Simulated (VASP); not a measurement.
# BaTiO3 (Barioperovskite) (C2) in VASP: further runs

Runs on BaTiO3 (Barioperovskite). Level: PBEsol. Tasks: single point.

Program: VASP 6.6.1. These are calculated values, not measurements. Logs are shortened: lines on timing, memory, paths and dates and some standing lists are left out, and cuts for length are marked.

**1. The cell of the first run**

The structure is monoclinic, space group C2 (No. 5). The conventional cell has a = 5.676 Å, b = 5.690 Å, c = 3.987 Å, α = 90.00°, β = 92.86°, γ = 90.00°. Ba (site symmetry 2) has 12 O at 2.77 to 2.92 Å and 8 Ti at 3.39 to 3.55 Å within 3.6 Å. Within 2.6 Å of Ti (site symmetry 2) lie 6 O at 1.93 to 2.09 Å. Within 2.6 Å of O (site symmetry 2) lie 2 Ti at 2.00 Å. O (site symmetry 1) has 2 Ti at 1.93 to 2.09 Å within 2.6 Å.

**2. Single point, PBEsol**

The input, INCAR:

```
SYSTEM = BaTiO3
ALGO = Normal
EDIFF = 1E-6
ENCUT = 520
GGA = PS
ISIF = 2
ISMEAR = -1
LASPH = .True.
LCHARG = .True.
LELF = .True.
LREAL = .False.
LVHAR = .True.
LWAVE = .False.
NBANDS = 28
NELM = 60
PREC = Accurate
SIGMA = 0.05
```

The input, KPOINTS:

```
k-points
0
Gamma
  6 6 6
  0 0 0
```

The input, POSCAR:

```
BaTiO3
1.0
    3.9855000000     -0.0996375000      0.0000000000
   -0.0709225000      2.8369000000      2.8451500000
    0.0709225000     -2.8369000000      2.8451500000
Ba Ti O
1 1 3
Direct
    0.0000000000      0.0000000000      0.0000000000
    0.5000000000      0.5124000000      0.5124000000
    0.0000000000      0.4874000000      0.4874000000
    0.5000000000      0.5052400000      0.9918400000
    0.5000000000      0.9918400000      0.5052400000
```

Potentials or basis: VASP PAW PBE potentials, release 64 (Ba_sv, Ti_sv, O).

Command:

```bash
$ cat potpaw_PBE.64/Ba_sv/POTCAR potpaw_PBE.64/Ti_sv/POTCAR potpaw_PBE.64/O/POTCAR > POTCAR
$ mpirun -np 1 vasp_std > vasp.out
```

OUTCAR:

```text
SYSTEM = BaTiO3
   EDIFF = 1E-6
   ENCUT = 520
   GGA = PS
   ISIF = 2
   ISMEAR = -1
   LASPH = .True.
   LREAL = .False.
   NELM = 60
   PREC = Accurate

 ion  position               nearest neighbor table
   1  0.000  0.000  0.000-   5 2.77   4 2.77   3 2.77   5 2.79   4 2.79   3 2.84   3 2.84   4 2.86
                             5 2.86   4 2.90   5 2.90   3 2.92   2 3.39   2 3.39   2 3.42   2 3.42
   2  0.500  0.512  0.512-   4 1.93   5 1.93   3 2.00   3 2.00   5 2.09   4 2.09   1 3.39   1 3.39
                             1 3.42   1 3.42   1 3.53   1 3.53   1 3.55   1 3.55
   3  0.000  0.487  0.487-   2 2.00   2 2.00   1 2.77   1 2.84   1 2.84   1 2.92
   4  0.500  0.505  0.992-   2 1.93   2 2.09   1 2.77   1 2.79   1 2.86   1 2.90
   5  0.500  0.992  0.505-   2 1.93   2 2.09   1 2.77   1 2.79   1 2.86   1 2.90

  LATTYP: Found a base centered monoclinic cell.
 ALAT       =     5.6755727855
 B/A-ratio  =     1.0025948420
 C/A-ratio  =     0.7024392823
 COS(beta)  =    -0.0499687695

  Lattice vectors:

 A1 = (  -0.0709225000,   2.8369000000,  -2.8451500000)
 A2 = (  -0.0709225000,   2.8369000000,   2.8451500000)
 A3 = (   3.9855000000,  -0.0996375000,   0.0000000000)

Analysis of symmetry for initial positions (statically):
=====================================================================
 Subroutine PRICEL returns:
 Original cell was already a primitive cell.

 Routine SETGRP: Setting up the symmetry group for a
 base centered monoclinic supercell.

 Subroutine GETGRP returns: Found  2 space group operations
 (whereof  2 operations were pure point group operations)
 out of a pool of  4 trial point group operations.

The static configuration has the point symmetry C_2 .

Analysis of symmetry for dynamics (positions and initial velocities):
=====================================================================
 Subroutine PRICEL returns:
 Original cell was already a primitive cell.

 Routine SETGRP: Setting up the symmetry group for a
 base centered monoclinic supercell.

 Subroutine GETGRP returns: Found  2 space group operations
 (whereof  2 operations were pure point group operations)
 out of a pool of  4 trial point group operations.

The dynamic configuration has the point symmetry C_2 .

 Subroutine INISYM returns: Found  2 space group operations
 (whereof  2 operations are pure point group operations),
 and found     1 'primitive' translations

----------------------------------------------------------------------------------------

                                     Primitive cell

  volume of cell :      64.2970

  direct lattice vectors                    reciprocal lattice vectors
     3.985500000 -0.099637500  0.000000000     0.251066464  0.006276662  0.000000000
    -0.070922500  2.836900000  2.845150000     0.004408974  0.176358947  0.175737659
     0.070922500 -2.836900000  2.845150000    -0.004408974 -0.176358947  0.175737659

  length of vectors
     3.986745274  4.018446234  4.018446234     0.251144910  0.249009321  0.249009321

  position of ions in fractional coordinates (direct lattice)
     0.000000000  0.000000000  0.000000000
     0.500000000  0.512400000  0.512400000
     0.000000000  0.487400000  0.487400000
     0.500000000  0.505240000  0.991840000
     0.500000000  0.991840000  0.505240000

  ion indices of the primitive-cell ions
   primitive index   ion index
                 1           1
                 2           2
                 3           3
                 4           4
                 5           5

----------------------------------------------------------------------------------------

 KPOINTS: k-points

Automatic generation of k-mesh.
 Grid dimensions read from file:
 generate k-points for:    6    6    6

 Generating k-lattice:

  Cartesian coordinates                     Fractional coordinates (reciprocal lattice)
     0.041844411  0.001046110  0.000000000     0.166666667  0.000000000  0.000000000
     0.000734829  0.029393158  0.029289610     0.000000000  0.166666667  0.000000000
    -0.000734829 -0.029393158  0.029289610     0.000000000  0.000000000  0.166666667

  Length of vectors
     0.041857485  0.041501553  0.041501553

  Shift w.r.t. Gamma in fractional coordinates (k-lattice)
     0.000000000  0.000000000  0.000000000

 Subroutine IBZKPT returns following result:
 ===========================================

 Found     68 irreducible k-points:

 Following reciprocal coordinates:
            Coordinates               Weight
  0.000000  0.000000  0.000000      1.000000
  0.166667  0.000000 -0.000000      2.000000
  0.333333  0.000000  0.000000      2.000000
  0.500000  0.000000 -0.000000      1.000000
  0.000000  0.166667  0.000000      4.000000
  0.166667  0.166667  0.000000      4.000000
[... 16 lines left out ...]
  0.333333  0.166667  0.166667      4.000000
  0.500000  0.166667  0.166667      2.000000
 [... further k-points ...]
   k-points           NKPTS =     68   k-points in BZ     NKDIM =     68   number of bands    NBANDS=     28
   number of dos      NEDOS =    301   number of ions     NIONS =      5
   total plane-waves  NPLWV =  27000
   dimension x,y,z NGX =    30 NGY =   30 NGZ =   30
   dimension x,y,z NGXF=    60 NGYF=   60 NGZF=   60
   ions per type =               1   1   3
   NGX,Y,Z   is equivalent  to a cutoff of  12.51, 12.41, 12.41 a.u.
   NGXF,Y,Z  is equivalent  to a cutoff of  25.02, 24.82, 24.82 a.u.
 SYSTEM =  BaTiO3
   PREC   = accura    normal or accurate (medium, high low for compatibility)
   ISTART =      0    job   : 0-new  1-cont  2-samecut
   ICHARG =      2    charge: 1-file 2-atom 10-const
   ISPIN  =      1    spin polarized calculation?
   LNONCOLLINEAR =      F non collinear calculations
   LSORBIT =      F    spin-orbit coupling
   LASPH  =      T    aspherical Exc in radial PAW
   ENCUT  =  520.0 eV  38.22 Ry    6.18 a.u.   7.41  7.47  7.47*2*pi/ulx,y,z
   NELM   =     60;   NELMIN=  2; NELMDL= -5     # of ELM steps
   EDIFF  = 0.1E-05   stopping-criterion for ELM
   LREAL  =      F    real-space projection
   EDIFFG = 0.1E-04   stopping-criterion for IOM
   NSW    =      0    number of steps for IOM
   IBRION =     -1    ionic relax: 0-MD 1-quasi-New 2-CG
   NFREE  =      0    steps in history (QN), initial steepest desc. (CG)
   ISIF   =      2    stress and relaxation
   ISYM   =      2    0-nonsym 1-usesym 2-fastsym
   POTIM  = 0.5000    time-step for ionic-motion
   TEBEG  =    0.0;   TEEND  =   0.0 temperature during run
   PSTRESS=    0.0 pullay stress
   NELECT =      40.0000    total number of electrons
   NUPDOWN=      -1.0000    fix difference up-down
   EMIN   =  10.00;   EMAX   =-10.00  energy-range for DOS
   EFERMI =   0.00;   METHOD = LEGACY
   ISMEAR =    -1;   SIGMA  =   0.05  broadening in eV -4-tet -1-fermi 0-gaus
   EFERMI_NEDOS =   21; number of points for ismear=-14 and -15
   IALGO  =     38    algorithm
   IMIX   =      4    mixing-type and parameters
     AMIX     =   0.40;   BMIX     =  1.00
     AMIX_MAG =   1.60;   BMIX_MAG =  1.00
  volume/ion in A,a.u.               =      12.86        86.78
  Fermi-wavevector in a.u.,A,eV,Ry     =   1.397541  2.640970 26.573836  1.953122
  Thomas-Fermi vector in A             =   2.520787
   LORBIT       =      0    0 simple, 1 ext, 2 COOP (PROOUT), +10 PAW based schemes
   GGA     = PS    functional components
   LHFCALC =     F    Hartree Fock is set to
   AEXX    =    0.0000 exact exchange contribution
   IVDW    =     0    specifies the selected vdW correction
   LEPSILON=     F    determine dielectric tensor
   LRPA    =     F    only Hartree local field effects (RPA)
 non-spin polarized calculation
  energy-cutoff  :      520.00
  volume of cell :       64.30
 maximum number of plane-waves:      1755
 NGX is ok and might be reduce to    30
   NGX = 15   NGY = 15   NGZ = 15

 number of electron      39.9999999 magnetization

 Free energy of the ion-electron system (eV)
  ---------------------------------------------------
  ext. energy  EPLUGINS =         0.00000000
  ---------------------------------------------------
  free energy    TOTEN  =       -41.91615462 eV

  energy without entropy =      -41.91615461  energy(sigma->0) =      -41.91615461

 E-fermi :   4.5855     XC(G=0): -11.4975

 val. band max:        3.6934513494   @ k =   0.5000   0.5000   0.5000
 cond. band min:       5.3990720121   @ k =   0.0000   0.0000   0.0000
 fundamental gap:      1.7056206627
 Fermi energy:         4.5855151080

 k-point     1 :       0.0000    0.0000    0.0000
  band No.  band energies     occupation
      1     -52.6389      2.00000
      2     -28.9928      2.00000
      3     -28.9765      2.00000
      4     -28.9479      2.00000
      5     -21.1060      2.00000
      6     -13.1371      2.00000
[... 20 lines left out ...]
     27       8.6411      0.00000
     28      10.7596      0.00000

 k-point     2 :       0.1667    0.0000   -0.0000
  band No.  band energies     occupation
      1     -52.6386      2.00000
      2     -28.9973      2.00000
      3     -28.9759      2.00000
      4     -28.9570      2.00000
      5     -21.0751      2.00000
      6     -13.1580      2.00000
[... 20 lines left out ...]
     27       9.1516      0.00000
     28      11.4142      0.00000

 k-point     3 :       0.3333    0.0000    0.0000
  band No.  band energies     occupation
      1     -52.6380      2.00000
      2     -29.0135      2.00000
      3     -28.9748      2.00000
      4     -28.9675      2.00000
      5     -21.0119      2.00000
      6     -13.2867      2.00000
[... 20 lines left out ...]
     27      10.3764      0.00000
     28      11.8874      0.00000

 k-point     4 :       0.5000    0.0000   -0.0000
  band No.  band energies     occupation
      1     -52.6378      2.00000
      2     -29.0245      2.00000
      3     -28.9742      2.00000
      4     -28.9699      2.00000
      5     -20.9796      2.00000
      6     -13.3741      2.00000
[... 578 lines left out ...]
     27       9.9917      0.00000
     28      11.6495      0.00000

 k-point    23 :       0.3333    0.1667    0.1667
  band No.  band energies     occupation
      1     -52.6376      2.00000
      2     -29.0156      2.00000
      3     -28.9872      2.00000
      4     -28.9759      2.00000
      5     -20.9708      2.00000
      6     -13.0866      2.00000
[... 20 lines left out ...]
     27      11.0576      0.00000
     28      12.1250      0.00000

 k-point    24 :       0.5000    0.1667    0.1667
  band No.  band energies     occupation
      1     -52.6373      2.00000
      2     -29.0249      2.00000
      3     -28.9865      2.00000
      4     -28.9797      2.00000
      5     -20.9436      2.00000
      6     -13.1218      2.00000
[... 20 lines left out ...]
     27      11.5830      0.00000
     28      12.5554      0.00000

 [... further k-points ...]
[... 5 lines left out ...]
  --------------------------------------------------------------------------------------
  -------------------------------------------------------------------------------------
  Total       -0.6913510     -0.6382938     -0.9384911      2.4478704      0.0000000      0.0000000
  in kB      -17.2273591    -15.9052581    -23.3856931     60.9970063      0.0000000      0.0000000
  external PRESSURE =     -18.8394368 kB  Pullay stress =       0.0000000 kB

 VOLUME and BASIS-vectors are now :
 -----------------------------------------------------------------------------
  energy-cutoff  :      520.00
  volume of cell :       64.30
      direct lattice vectors                 reciprocal lattice vectors
     3.985500000 -0.099637500  0.000000000     0.251066464  0.006276662  0.000000000
    -0.070922500  2.836900000  2.845150000     0.004408974  0.176358947  0.175737659
     0.070922500 -2.836900000  2.845150000    -0.004408974 -0.176358947  0.175737659

 POSITION                                       TOTAL-FORCE (eV/Angst)
 -----------------------------------------------------------------------------------
      0.00000      0.00000      0.00000         0.000000     -0.000000      0.152168
      1.99275     -0.04982      2.91571         0.000000     -0.000000      0.191996
      0.00000      0.00000      2.77345         0.000000     -0.000000      0.219984
      2.02726     -1.43025      4.25942        -0.014904      0.016908     -0.282074
      1.95824      1.33062      4.25942         0.014904     -0.016908     -0.282074
 -----------------------------------------------------------------------------------
    total drift:                                0.000004      0.000001      0.000999

  FREE ENERGIE OF THE ION-ELECTRON SYSTEM (eV)
  ---------------------------------------------------
  free  energy   TOTEN  =       -41.9161546159 eV

  energy  without entropy=      -41.9161546139  energy(sigma->0) =      -41.91615461
```

Wall time 1.9 min (1 thread of AMD EPYC 7R43 (Zen 3), shared host); peak memory 0.22 GiB.

What came out:

* Free energy: -41.9162 eV
* Pressure: -1.9 GPa
* Largest force: 0.283 eV/Å
* Band gap on the k mesh: 1.71 eV, indirect (least direct gap 1.85 eV)

Forces on the atoms (eV/Å):
```
Ba   0.000  0.000  0.152
Ti   0.000  0.000  0.192
O    0.000  0.000  0.220
O   -0.015  0.017 -0.282
O    0.015 -0.017 -0.282
```

Caveat: the PAW data sets were made with another functional, which shifts forces and pressure a little; spin-orbit coupling is left out, which moves the levels of the heavy elements. A k mesh can miss the band edges.

**3. Single point, PBEsol**

The input, INCAR:

```
SYSTEM = BaTiO3
ALGO = Normal ; EDIFF = 1E-7
ENCUT = 520 ; GGA = PS
ISIF = 2 ; ISMEAR = -1
LASPH = .True. ; LCHARG = .False.
LREAL = .False. ; LWAVE = .False.
NBANDS = 28 ; NELM = 80
PREC = Accurate ; SIGMA = 0.05
```

KPOINTS is that of step 2.

POSCAR: that of step 2 with these lines changed.

```diff
@@ -2,5 +2,5 @@
 1.0
-    3.9855000000     -0.0996375000      0.0000000000
-   -0.0709225000      2.8369000000      2.8451500000
-    0.0709225000     -2.8369000000      2.8451500000
+    3.9855000000      0.0996375000      0.0000000000
+    0.0709225000      2.8369000000      2.8451500000
+   -0.0709225000     -2.8369000000      2.8451500000
 Ba Ti O
```

Potentials or basis: VASP PAW PBE potentials, release 64 (Ba_sv, Ti_sv, O).

Command:

```bash
$ cat potpaw_PBE.64/Ba_sv/POTCAR potpaw_PBE.64/Ti_sv/POTCAR potpaw_PBE.64/O/POTCAR > POTCAR
$ mpirun -np 1 vasp_std > vasp.out
```

OUTCAR:

```text
SYSTEM = BaTiO3
   EDIFF = 1E-7
   ENCUT = 520
   GGA = PS
   ISIF = 2
   ISMEAR = -1
   LASPH = .True.
   LREAL = .False.
   NELM = 80
   PREC = Accurate

 ion  position               nearest neighbor table
   1  0.000  0.000  0.000-   4 2.77   5 2.77   3 2.77   4 2.79   5 2.79   3 2.84   3 2.84   4 2.86
                             5 2.86   4 2.90   5 2.90   3 2.92   2 3.39   2 3.39   2 3.42   2 3.42
   2  0.500  0.512  0.512-   4 1.93   5 1.93   3 2.00   3 2.00   5 2.09   4 2.09   1 3.39   1 3.39
                             1 3.42   1 3.42   1 3.53   1 3.53   1 3.55   1 3.55
   3  0.000  0.487  0.487-   2 2.00   2 2.00   1 2.77   1 2.84   1 2.84   1 2.92
   4  0.500  0.505  0.992-   2 1.93   2 2.09   1 2.77   1 2.79   1 2.86   1 2.90
   5  0.500  0.992  0.505-   2 1.93   2 2.09   1 2.77   1 2.79   1 2.86   1 2.90

  LATTYP: Found a base centered monoclinic cell.
 ALAT       =     5.6755727855
 B/A-ratio  =     1.0025948420
 C/A-ratio  =     0.7024392823
 COS(beta)  =    -0.0499687695

  Lattice vectors:

 A1 = (  -0.0709225000,  -2.8369000000,   2.8451500000)
 A2 = (  -0.0709225000,  -2.8369000000,  -2.8451500000)
 A3 = (   3.9855000000,   0.0996375000,   0.0000000000)

Analysis of symmetry for initial positions (statically):
[... 175 lines left out ...]
  free energy    TOTEN  =       -41.91615404 eV

  energy without entropy =      -41.91615404  energy(sigma->0) =      -41.91615404

 E-fermi :   4.5875     XC(G=0): -11.4976

 val. band max:        3.6931030012   @ k =   0.5000   0.5000   0.5000
 cond. band min:       5.3996160487   @ k =   0.0000   0.0000   0.0000
 fundamental gap:      1.7065130475
 Fermi energy:         4.5874636659

 k-point     1 :       0.0000    0.0000    0.0000
  band No.  band energies     occupation
      1     -52.6379      2.00000
      2     -28.9920      2.00000
      3     -28.9756      2.00000
      4     -28.9471      2.00000
      5     -21.1061      2.00000
      6     -13.1373      2.00000
[... 733 lines left out ...]
     27      11.5829      0.00000
     28      12.5502      0.00000

 [... further k-points ...]
[... 5 lines left out ...]
  --------------------------------------------------------------------------------------
  -------------------------------------------------------------------------------------
  Total       -0.6915848     -0.6384664     -0.9388519     -2.4479561      0.0000000      0.0000000
  in kB      -17.2331840    -15.9095588    -23.3946836    -60.9991424      0.0000000      0.0000000
  external PRESSURE =     -18.8458088 kB  Pullay stress =       0.0000000 kB

 VOLUME and BASIS-vectors are now :
 -----------------------------------------------------------------------------
  energy-cutoff  :      520.00
  volume of cell :       64.30
      direct lattice vectors                 reciprocal lattice vectors
     3.985500000  0.099637500  0.000000000     0.251066464 -0.006276662  0.000000000
     0.070922500  2.836900000  2.845150000    -0.004408974  0.176358947  0.175737659
    -0.070922500 -2.836900000  2.845150000     0.004408974 -0.176358947  0.175737659

 POSITION                                       TOTAL-FORCE (eV/Angst)
 -----------------------------------------------------------------------------------
      0.00000      0.00000      0.00000        -0.000000      0.000000      0.152315
      1.99275      0.04982      2.91571        -0.000000      0.000000      0.191273
      0.00000      0.00000      2.77345        -0.000000      0.000000      0.219948
      1.95824     -1.33062      4.25942         0.014893      0.016639     -0.281768
      2.02726      1.43025      4.25942        -0.014893     -0.016639     -0.281768
 -----------------------------------------------------------------------------------
    total drift:                               -0.000004      0.000001      0.001004

  FREE ENERGIE OF THE ION-ELECTRON SYSTEM (eV)
  ---------------------------------------------------
  free  energy   TOTEN  =       -41.9161540401 eV

  energy  without entropy=      -41.9161540381  energy(sigma->0) =      -41.91615404
```

Wall time 2.1 min (1 thread of AMD EPYC 7R43 (Zen 3), shared host); peak memory 0.22 GiB.

What came out:

- Free energy: -41.9162 eV
- Pressure: -1.9 GPa
- Largest force: 0.283 eV/Å
- Band gap on the k mesh: 1.71 eV, indirect (least direct gap 1.86 eV)

Forces on the atoms (eV/Å):
```
Ba   0.000  0.000  0.152
Ti   0.000  0.000  0.191
O    0.000  0.000  0.220
O    0.015  0.017 -0.282
O   -0.015 -0.017 -0.282
```

Stress tensor (GPa, compression positive):
```
-1.72 -6.10  0.00
-6.10 -1.59  0.00
 0.00  0.00 -2.34
```

Levels at points of the mesh, in eV from the valence-band top:
```
           k point  band 17  band 18  band 19  band 20  band 21  band 22  band 23  band 24
(0.00, 0.00, 0.00)    -1.12    -0.45    -0.26    -0.15     1.71     1.89     1.99     4.01
(0.50, 0.00, 0.00)    -1.86    -1.78    -0.86    -0.82     1.98     3.47     3.56     4.00
(0.00, 0.50, 0.00)    -1.89    -1.71    -0.97    -0.65     2.04     3.49     3.54     4.05
(0.50, 0.50, 0.00)    -1.76    -0.98    -0.85    -0.09     3.48     3.56     3.92     4.75
(0.00, 0.50, 0.50)    -1.70    -0.94    -0.90    -0.17     3.48     3.57     3.92     4.87
(0.50, 0.50, 0.50)    -2.28    -0.09     0.00     0.00     4.12     4.13     4.23     6.39
```

Caveat: the PAW data sets were made with another functional, which shifts forces and pressure a little; spin-orbit coupling is left out, which moves the levels of the heavy elements. PBEsol gaps usually lie below the measured ones, often by a third to a half.
